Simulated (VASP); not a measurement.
# TaMo2Au2 (Cmmm) in VASP: notebook

Runs on TaMo2Au2. Level: PBE. Tasks: single point, relaxation of cell and atoms.

Everything below comes from runs of VASP 6.6.1. Logs are shortened: lines on timing, memory, paths and dates and some standing lists are left out, and cuts for length are marked.

### 1 The cell of the first run

The structure is orthorhombic, space group Cmmm (No. 65). The conventional cell has a = 5.393 Å, b = 8.827 Å, c = 7.521 Å, α = 90.00°, β = 90.00°, γ = 90.00°. Ta (site symmetry mmm) has 4 Au at 2.59 Å and 2 Mo at 2.80 Å within 3.4 Å. Mo (site symmetry mm2) has 1 Mo at 1.92 Å within 2.5 Å. Au (site symmetry 2/m) has 2 Ta at 2.59 Å and 2 Au at 2.70 Å within 3.4 Å.

The cell was generated, and may not be a known phase.

### 2 Single point, PBE, collinear spin

The input, INCAR:

```
SYSTEM = TaMo2Au2
  PREC = Accurate
  ENCUT = 520
  EDIFF = 1E-6
  ISMEAR = 0
  SIGMA = 0.1
  LREAL = .FALSE.
  LASPH = .TRUE.
  NELM = 150
  ALGO = Fast
  ISIF = 2
  LWAVE = .FALSE.
  LCHARG = .FALSE.
  ISPIN = 2
  MAGMOM = 0 1 1 0 0
  LORBIT = 11
  LMAXMIX = 4
  GGA = PE
  NBANDS = 42
```

The input, KPOINTS:

```
Automatic mesh
0
G
  4 4 2
  0 0 0
```

The input, POSCAR:

```
TaMo2Au2
1.0
    2.6963827695     -4.4134906879      0.0000000000
    2.6963827695      4.4134906879      0.0000000000
    0.0000000000      0.0000000000      7.5211762020
Ta Mo Au
1 2 2
Direct
    0.0000000000      0.0000000000      0.5000000000
    0.0000000000      0.0000000000      0.1274336336
    0.0000000000      0.0000000000      0.8725663664
    0.0000000000      0.5000000000      0.5000000000
    0.5000000000      0.0000000000      0.5000000000
```

Potentials or basis: VASP PAW PBE potentials, release 64 (Ta_pv, Mo_sv, Au).

The run is started by

```
$ cat potpaw_PBE.64/Ta_pv/POTCAR potpaw_PBE.64/Mo_sv/POTCAR potpaw_PBE.64/Au/POTCAR > POTCAR
$ mpirun -np 1 vasp_std > vasp.out
```

OUTCAR:

```text
SYSTEM = TaMo2Au2
   PREC = Accurate
   ENCUT = 520
   EDIFF = 1E-6
   ISMEAR = 0
   LREAL = .FALSE.
   LASPH = .TRUE.
   NELM = 150
   ISIF = 2
   ISPIN = 2
   LORBIT = 11
   GGA = PE

 ion  position               nearest neighbor table
   1  0.000  0.000  0.500-   4 2.59   5 2.59   4 2.59   5 2.59   2 2.80   3 2.80
   2  0.000  0.000  0.127-   3 1.92   1 2.80
   3  0.000  0.000  0.873-   2 1.92   1 2.80
   4  0.000  0.500  0.500-   1 2.59   1 2.59   5 2.70   5 2.70
   5  0.500  0.000  0.500-   1 2.59   1 2.59   4 2.70   4 2.70

  LATTYP: Found a base centered orthorhombic cell.
 ALAT       =     5.3927655390
 B/A-ratio  =     1.6368190517
 C/A-ratio  =     1.3946788800

  Lattice vectors:

 A1 = (   2.6963827695,  -4.4134906879,   0.0000000000)
 A2 = (   2.6963827695,   4.4134906879,   0.0000000000)
 A3 = (   0.0000000000,   0.0000000000,   7.5211762020)

Analysis of symmetry for initial positions (statically):
=====================================================================
 Subroutine PRICEL returns:
 Original cell was already a primitive cell.

 Routine SETGRP: Setting up the symmetry group for a
 base centered orthorhombic supercell.

 Subroutine GETGRP returns: Found  8 space group operations
 (whereof  8 operations were pure point group operations)
 out of a pool of  8 trial point group operations.

The static configuration has the point symmetry D_2h.

Analysis of symmetry for dynamics (positions and initial velocities):
=====================================================================
 Subroutine PRICEL returns:
 Original cell was already a primitive cell.

 Routine SETGRP: Setting up the symmetry group for a
 base centered orthorhombic supercell.

 Subroutine GETGRP returns: Found  8 space group operations
 (whereof  8 operations were pure point group operations)
 out of a pool of  8 trial point group operations.

The dynamic configuration has the point symmetry D_2h.

Analysis of structural, dynamic, and magnetic symmetry:
=====================================================================
 Subroutine PRICEL returns:
 Original cell was already a primitive cell.

 Routine SETGRP: Setting up the symmetry group for a
 base centered orthorhombic supercell.

 Subroutine GETGRP returns: Found  8 space group operations
 (whereof  8 operations were pure point group operations)
 out of a pool of  8 trial point group operations.

The overall configuration has the point symmetry D_2h.

 Subroutine INISYM returns: Found  8 space group operations
 (whereof  8 operations are pure point group operations),
[... 124 lines left out ...]
 Gauss-broadening in eV      SIGMA  =   0.10
  energy-cutoff  :      520.00
  volume of cell :      179.01
 maximum number of plane-waves:      4848
 NGX is ok and might be reduce to    40
   NGX = 19   NGY = 19   NGZ = 27

 number of electron      60.9999996 magnetization      -0.0005286

 number of electron      60.9999996 magnetization       0.0001934

 Free energy of the ion-electron system (eV)
  ---------------------------------------------------
  ext. energy  EPLUGINS =         0.00000000
  ---------------------------------------------------
  free energy    TOTEN  =       -29.83849226 eV

  energy without entropy =      -29.81902386  energy(sigma->0) =      -29.82875806

 E-fermi :   2.1766     XC(G=0):  -8.3475

 val. band max:        2.1738842437   @ k =   0.5000   0.0000   0.5000
 cond. band min:       2.1875371530   @ k =   0.5000   0.0000   0.0000
 fundamental gap:      0.0136529093
 Fermi energy:         2.1766315680

 spin component 1

 k-point     1 :       0.0000    0.0000    0.0000
  band No.  band energies     occupation
      1     -59.2256      1.00000
      2     -57.5641      1.00000
      3     -35.5712      1.00000
      4     -32.8710      1.00000
      5     -32.8410      1.00000
      6     -32.7769      1.00000
[... 619 lines left out ...]
     41       6.2250      0.00000
     42       6.9041      0.00000
 Fermi energy:         2.1766315680

 spin component 2

 k-point     1 :       0.0000    0.0000    0.0000
  band No.  band energies     occupation
      1     -59.2257      1.00000
      2     -57.5642      1.00000
      3     -35.5713      1.00000
      4     -32.8711      1.00000
      5     -32.8410      1.00000
      6     -32.7769      1.00000
[... 619 lines left out ...]
     41       6.2269      0.00000
     42       6.9007      0.00000

------------------------ aborting loop because EDIFF is reached ----------------------------------------

  FORCE on cell =-STRESS in cart. coord.  units (eV):
  Direction    XX          YY          ZZ          XY          YZ          ZX
  --------------------------------------------------------------------------------------
  -------------------------------------------------------------------------------------
  Total       -0.2072726      0.2441714      1.9206535     -0.0000000      0.0000000      0.0000000
  in kB       -1.8551243      2.1853745     17.1901669     -0.0000000      0.0000000      0.0000000
  external PRESSURE =       5.8401390 kB  Pullay stress =       0.0000000 kB

 VOLUME and BASIS-vectors are now :
 -----------------------------------------------------------------------------
  energy-cutoff  :      520.00
  volume of cell :      179.01
      direct lattice vectors                 reciprocal lattice vectors
     2.696382769 -4.413490688  0.000000000     0.185433613 -0.113289012  0.000000000
     2.696382769  4.413490688  0.000000000     0.185433613  0.113289012  0.000000000
     0.000000000  0.000000000  7.521176202     0.000000000  0.000000000  0.132957927

 POSITION                                       TOTAL-FORCE (eV/Angst)
 -----------------------------------------------------------------------------------
      0.00000      0.00000      3.76059        -0.000000      0.000000      0.000000
      0.00000      0.00000      0.95845         0.000000      0.000000      1.763407
      0.00000      0.00000      6.56273        -0.000000      0.000000     -1.763407
      1.34819      2.20675      3.76059         0.000000      0.000000      0.000000
      1.34819     -2.20675      3.76059         0.000000      0.000000      0.000000
 -----------------------------------------------------------------------------------
    total drift:                               -0.000000     -0.000000     -0.000000

  FREE ENERGIE OF THE ION-ELECTRON SYSTEM (eV)
  ---------------------------------------------------
  free  energy   TOTEN  =       -29.8384922552 eV

  energy  without entropy=      -29.8190238641  energy(sigma->0) =      -29.82875806

 total charge

# of ion       s       p       d       tot
------------------------------------------
    1        0.423   6.089   2.344   8.856
    2        2.275   6.060   4.566  12.901
    3        2.275   6.060   4.566  12.901
    4        0.768   0.336   8.621   9.725
    5        0.768   0.336   8.621   9.725
--------------------------------------------------
tot          6.509  18.880  28.718  54.107

 magnetization (x)

# of ion       s       p       d       tot
------------------------------------------
    1       -0.000   0.000   0.000   0.000
    2        0.000   0.000  -0.000  -0.000
    3        0.000   0.000  -0.000  -0.000
    4       -0.000  -0.000   0.000  -0.000
    5       -0.000  -0.000   0.000  -0.000
--------------------------------------------------
tot          0.000  -0.000  -0.000  -0.000
```

OSZICAR:

```text
N       E                     dE             d eps       ncg     rms          rms(c)
DAV:   1     0.524362539649E+03    0.52436E+03   -0.32905E+04  2624   0.132E+03
DAV:   2    -0.101597730584E+02   -0.53452E+03   -0.50925E+03  2644   0.366E+02
DAV:   3    -0.314180946832E+02   -0.21258E+02   -0.20329E+02  2918   0.650E+01
DAV:   4    -0.319271016745E+02   -0.50901E+00   -0.50283E+00  2718   0.914E+00
DAV:   5    -0.319377060133E+02   -0.10604E-01   -0.10572E-01  2816   0.129E+00    0.340E+01
RMM:   6    -0.302013185613E+02    0.17364E+01   -0.64741E+00  2632   0.105E+01    0.196E+01
RMM:   7    -0.302811068876E+02   -0.79788E-01   -0.18659E+00  2455   0.603E+00    0.869E+00
RMM:   8    -0.298567351388E+02    0.42437E+00   -0.90114E-01  2575   0.400E+00    0.197E+00
RMM:   9    -0.298418071746E+02    0.14928E-01   -0.16362E-01  2783   0.170E+00    0.982E-01
RMM:  10    -0.298386677887E+02    0.31394E-02   -0.37123E-02  2849   0.779E-01    0.368E-01
RMM:  11    -0.298385201103E+02    0.14768E-03   -0.63865E-03  2943   0.331E-01    0.183E-01
RMM:  12    -0.298384654345E+02    0.54676E-04   -0.14333E-03  2870   0.165E-01    0.987E-02
RMM:  13    -0.298384856812E+02   -0.20247E-04   -0.45468E-04  2850   0.981E-02    0.312E-02
RMM:  14    -0.298384915846E+02   -0.59034E-05   -0.12279E-04  3064   0.440E-02    0.173E-02
RMM:  15    -0.298384916200E+02   -0.35474E-07   -0.22240E-05  2863   0.191E-02    0.889E-03
RMM:  16    -0.298384922552E+02   -0.63517E-06   -0.40885E-06  2250   0.752E-03
   1 F= -.29838492E+02 E0= -.29828758E+02  d E =-.194684E-01  mag=     0.0000
```

Wall time 5 min (1 thread of Oxide Virtual Turin-like, shared host); peak memory 0.42 GiB.

Results:

* Free energy: -29.8385 eV
* Pressure: 0.6 GPa
* Largest force: 1.763 eV/Å
* Net moment: 0.00 μB per cell
* Valence electrons inside the program's atomic spheres: Ta 8.86; Mo 12.90; Au 9.72

Forces on the atoms (eV/Å):
```
Ta   0.000  0.000  0.000
Mo   0.000  0.000  1.763
Mo   0.000  0.000 -1.763
Au   0.000  0.000  0.000
Au   0.000  0.000  0.000
```

Stress tensor (GPa, compression positive):
```
-0.19  0.00  0.00
 0.00  0.22  0.00
 0.00  0.00  1.72
```

Levels at points of the mesh, in eV from the Fermi level:
Spin up:
```csv
k point,band 26,band 27,band 28,band 29,band 30,band 31,band 32,band 33,band 34,band 35
"(0.00, 0.00, 0.00)",-0.89,-0.68,-0.62,-0.42,0.64,1.25,1.34,1.43,1.45,1.87
"(0.50, 0.00, 0.00)",-2.44,-1.03,-0.69,-0.62,-0.49,0.01,0.86,0.96,1.45,1.59
"(0.50, 0.50, 0.00)",-2.21,-1.39,-1.31,-0.68,-0.47,-0.44,-0.14,-0.13,1.36,1.63
"(0.00, 0.00, 0.50)",-1.74,-0.76,-0.66,-0.47,1.04,1.23,1.31,1.46,1.87,1.88
"(0.50, 0.00, 0.50)",-2.39,-1.17,-0.97,-0.48,-0.21,-0.06,0.00,1.22,1.56,1.58
"(0.50, 0.50, 0.50)",-2.35,-1.19,-0.82,-0.61,-0.43,-0.42,-0.41,0.34,0.43,1.53
```
Spin down:
```csv
k point,band 27,band 28,band 29,band 30,band 31,band 32,band 33,band 34
"(0.00, 0.00, 0.00)",-0.68,-0.62,-0.42,0.64,1.25,1.34,1.43,1.45
"(0.50, 0.00, 0.00)",-1.03,-0.69,-0.62,-0.49,0.01,0.86,0.96,1.45
"(0.50, 0.50, 0.00)",-1.39,-1.31,-0.68,-0.47,-0.44,-0.14,-0.13,1.36
"(0.00, 0.00, 0.50)",-0.76,-0.66,-0.47,1.04,1.23,1.31,1.46,1.87
"(0.50, 0.00, 0.50)",-1.17,-0.97,-0.48,-0.21,-0.06,0.00,1.22,1.56
"(0.50, 0.50, 0.50)",-1.19,-0.82,-0.61,-0.43,-0.42,-0.41,0.34,0.43
```

Caveat: the k points lie up to 0.42 Å⁻¹ apart; atoms lie so close that the PAW spheres overlap strongly, which falsifies energies and pressures; spin-orbit coupling is left out, which moves the levels of the heavy elements; forces of over 1 eV/Å act on the atoms, so gaps and moduli don't describe the material at rest.

### 3 Single point, PBE

This run uses another cell than the first one, of 35.73 Å³/atom.

The input, INCAR:

```
SYSTEM = TaMo2Au2
  PREC = Accurate
  ENCUT = 520
  EDIFF = 1E-6
  ISMEAR = 0
  SIGMA = 0.1
  LREAL = .FALSE.
  LASPH = .TRUE.
  NELM = 100
  ALGO = Fast
  ISIF = 2
  LWAVE = .FALSE.
  LCHARG = .FALSE.
  GGA = PE
  NBANDS = 38
```

The input, KPOINTS:

```
regular mesh
0
G
  8 8 6
  0 0 0
```

The input, POSCAR:

```
TaMo2Au2
1.0
    2.6867660018     -4.4438886310      0.0000000000
    2.6867660018      4.4438886310      0.0000000000
    0.0000000000      0.0000000000      7.4811467582
Ta Mo Au
1 2 2
Direct
    0.0000000000      0.0000000000      0.5000000000
    0.0000000000      0.0000000000      0.1285423028
    0.0000000000      0.0000000000      0.8714576972
    0.0000000000      0.5000000000      0.5000000000
    0.5000000000      0.0000000000      0.5000000000
```

Potentials or basis: VASP PAW PBE potentials, release 64 (Ta_pv, Mo_sv, Au).

The run is started by

```
$ cat potpaw_PBE.64/Ta_pv/POTCAR potpaw_PBE.64/Mo_sv/POTCAR potpaw_PBE.64/Au/POTCAR > POTCAR
$ mpirun -np 1 vasp_std > vasp.out
```

OUTCAR:

```text
SYSTEM = TaMo2Au2
   PREC = Accurate
   ENCUT = 520
   EDIFF = 1E-6
   ISMEAR = 0
   LREAL = .FALSE.
   LASPH = .TRUE.
   NELM = 100
   ISIF = 2
   GGA = PE

 ion  position               nearest neighbor table
   1  0.000  0.000  0.500-   4 2.60   5 2.60   4 2.60   5 2.60   2 2.78   3 2.78
   2  0.000  0.000  0.129-   3 1.92   1 2.78
   3  0.000  0.000  0.871-   2 1.92   1 2.78
   4  0.000  0.500  0.500-   1 2.60   1 2.60   5 2.69   5 2.69
   5  0.500  0.000  0.500-   1 2.60   1 2.60   4 2.69   4 2.69

  LATTYP: Found a base centered orthorhombic cell.
 ALAT       =     5.3735320036
 B/A-ratio  =     1.6539916867
 C/A-ratio  =     1.3922214948

  Lattice vectors:

 A1 = (   2.6867660018,  -4.4438886310,   0.0000000000)
 A2 = (   2.6867660018,   4.4438886310,   0.0000000000)
 A3 = (   0.0000000000,   0.0000000000,   7.4811467582)

Analysis of symmetry for initial positions (statically):
=====================================================================
 Subroutine PRICEL returns:
 Original cell was already a primitive cell.

 Routine SETGRP: Setting up the symmetry group for a
 base centered orthorhombic supercell.

 Subroutine GETGRP returns: Found  8 space group operations
[... 176 lines left out ...]
 fundamental gap:      0.0103890503
 Fermi energy:         2.2158698883

 k-point     1 :       0.0000    0.0000    0.0000
  band No.  band energies     occupation
      1     -59.2640      2.00000
      2     -57.6468      2.00000
      3     -35.5970      2.00000
      4     -32.9139      2.00000
      5     -32.8846      2.00000
      6     -32.7364      2.00000
[... 973 lines left out ...]
     37       4.5074      0.00000
     38       4.7854      0.00000

 [... further k-points ...]

------------------------ aborting loop because EDIFF is reached ----------------------------------------

  FORCE on cell =-STRESS in cart. coord.  units (eV):
  Direction    XX          YY          ZZ          XY          YZ          ZX
  --------------------------------------------------------------------------------------
  -------------------------------------------------------------------------------------
  Total       -0.0901817      0.0407963      1.7407979     -0.0000000      0.0000000      0.0000000
  in kB       -0.8087940      0.3658814     15.6123308     -0.0000000      0.0000000      0.0000000
  external PRESSURE =       5.0564727 kB  Pullay stress =       0.0000000 kB

 VOLUME and BASIS-vectors are now :
 -----------------------------------------------------------------------------
  energy-cutoff  :      520.00
  volume of cell :      178.65
      direct lattice vectors                 reciprocal lattice vectors
     2.686766002 -4.443888631  0.000000000     0.186097338 -0.112514071  0.000000000
     2.686766002  4.443888631  0.000000000     0.186097338  0.112514071  0.000000000
     0.000000000  0.000000000  7.481146758     0.000000000  0.000000000  0.133669347

 POSITION                                       TOTAL-FORCE (eV/Angst)
 -----------------------------------------------------------------------------------
      0.00000      0.00000      3.74057         0.000000     -0.000000      0.000000
      0.00000      0.00000      0.96164        -0.000000     -0.000000      0.986396
      0.00000      0.00000      6.51950        -0.000000     -0.000000     -0.986396
      1.34338      2.22194      3.74057         0.000000      0.000000      0.000000
      1.34338     -2.22194      3.74057         0.000000     -0.000000      0.000000
 -----------------------------------------------------------------------------------
    total drift:                               -0.000000      0.000000     -0.000000

  FREE ENERGIE OF THE ION-ELECTRON SYSTEM (eV)
  ---------------------------------------------------
  free  energy   TOTEN  =       -29.6105023997 eV

  energy  without entropy=      -29.5827744196  energy(sigma->0) =      -29.59663841
```

stdout:

```text
POSCAR found type information on POSCAR TaMoAu
 POSCAR found :  3 types and       5 ions
 scaLAPACK will be used
 LDA part: xc-table for (Slater+PW92), standard interpolation
 POSCAR, INCAR and KPOINTS ok, starting setup
 FFT: planning ... GRIDC
 FFT: planning ... GRID_SOFT
 FFT: planning ... GRID
 WAVECAR not read
 entering main loop
```

Wall time 12 min (1 thread of Oxide Virtual Turin-like, shared host); peak memory 0.64 GiB.

What came out:

```yaml
Free_energy: -29.6105 eV
Pressure: 0.5 GPa
Largest_force: 0.986 eV/Å
Band_gap_on_the_k_mesh: zero (an odd number of electrons rules out a gap without spin polarisation)
```

Forces in eV/Å, atoms in the order of the input:
```
Ta   0.000  0.000  0.000
Mo   0.000  0.000  0.986
Mo   0.000  0.000 -0.986
Au   0.000  0.000  0.000
Au   0.000  0.000  0.000
```

Stress tensor (GPa, compression positive):
```
-0.08  0.00  0.00
 0.00  0.04  0.00
 0.00  0.00  1.56
```

Caveat: atoms lie so close that the PAW spheres overlap strongly, which falsifies energies and pressures; spin-orbit coupling is left out, which moves the levels of the heavy elements.

(Continued in part 2 of 2.)
